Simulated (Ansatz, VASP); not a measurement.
**Two plane-wave programs on Si4Ru**

```
Si Ru
1.0
     0.00000    3.41499    3.41499
     3.41499    0.00000    3.41499
     3.41499    3.41499    0.00000
Si Ru
4 1
Direct
  0.87565 0.37305 0.87565
  0.87565 0.87565 0.87565
  0.37305 0.87565 0.87565
  0.87565 0.87565 0.37305
  0.50000 0.50000 0.50000
```

Alike in both runs: task single point; functional PBE; k mesh 10 × 10 × 10; occupations gaussian, width 0.1 eV; no spin polarisation.

```csv
,VASP,Ansatz
version,VASP 6.6.1,Ansatz 0.2.0
potentials or method,"VASP PAW PBE potentials, release 64 (Si, Ru_pv), cutoff 520 eV","scalar-relativistic, plane waves, PAW"
valence electrons in the cell,30,32
```

|  | VASP | Ansatz | Ansatz less VASP |
| --- | --- | --- | --- |
| gap on the k mesh at the Fermi level (eV) | none | none | - |
| pressure (GPa) | -0.1 | 0.0 | +0.10 |

A gap of «none» marks a metal or a gap that the smearing closes. VASP's potentials hold 30 valence electrons a cell and Ansatz's 32, so a difference there can come from the potentials and not from the codes.
